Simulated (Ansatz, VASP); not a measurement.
YNbTl: VASP beside Ansatz

```
CELL_PARAMETERS angstrom
4.72283 0.00000 0.00000
-2.36142 4.09009 0.00000
0.00000 0.00000 3.82257
ATOMIC_POSITIONS crystal
Y 0.00000 0.00000 0.00000
Nb 0.66667 0.33333 0.50000
Tl 0.33333 0.66667 0.50000
```

Change from the starting cell: species swapped into the SmGePd type (P-6m2, No. 187).

Alike in both runs: task single point; functional PBE; k mesh 6 × 6 × 4; occupations gaussian, width 0.1 eV; no spin polarisation.

```csv
,VASP,Ansatz
version,VASP 6.6.1,Ansatz 0.2.0
potentials or method,"VASP PAW PBE potentials, release 64 (Y_sv, Nb_sv, Tl_d), cutoff 520 eV","scalar-relativistic, plane waves, PAW"
valence electrons in the cell,37,37
```

VASP gave:

| Property | Result |
| --- | --- |
| gap on the k mesh at the Fermi level (eV) | none |
| pressure (GPa) | 3.3 |
| traceless stress, the component that is largest in VASP (GPa) | -4.58 |

Q: What did Ansatz give for the same quantities?

A: gap on the k mesh at the Fermi level (eV): none; pressure (GPa): 3.4; traceless stress, the component that is largest in VASP (GPa): -4.61.

A gap of «none» marks a metal or a gap that the smearing closes.

The k mesh is coarse, so the values compare programs but aren't converged. Spin-orbit coupling is off throughout.
